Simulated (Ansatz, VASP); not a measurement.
# One calculation of Ti, two programs

```xyz
2
Lattice="2.9500 0.0000 0.0000 -1.4750 2.5548 0.0000 0.0000 0.0000 4.6800" Properties=species:S:1:pos:R:3 pbc="T T T"
Ti    0.0000    1.7032    1.1700
Ti    1.4750    0.8516    3.5100
```

Alike in both runs: task single point; functional PBE; k mesh 13 × 13 × 7; occupations fermi-dirac, width 0.05 eV; collinear spin.

```csv
,VASP,Ansatz
version,VASP 6.6.1,Ansatz 0.2.0
potentials or method,"VASP PAW PBE potentials, release 64 (Ti_sv)","PAW with Ansatz's default frozen-core files, scalar-relativistic"
plane-wave cutoff (eV),520,420
valence electrons in the cell,24,24
```

```csv
,VASP,Ansatz,Ansatz less VASP
pressure (GPa),-1.7,-1.5,+0.22
"traceless stress, the component that is largest in VASP (GPa)",-0.17,-0.18,-0.002
net moment per atom (μB),0.00,0.00,0.000
```

The functional is the same, so the differences come from potentials, cutoffs and numerics. Ansatz's warnings: seeded moment not kept.
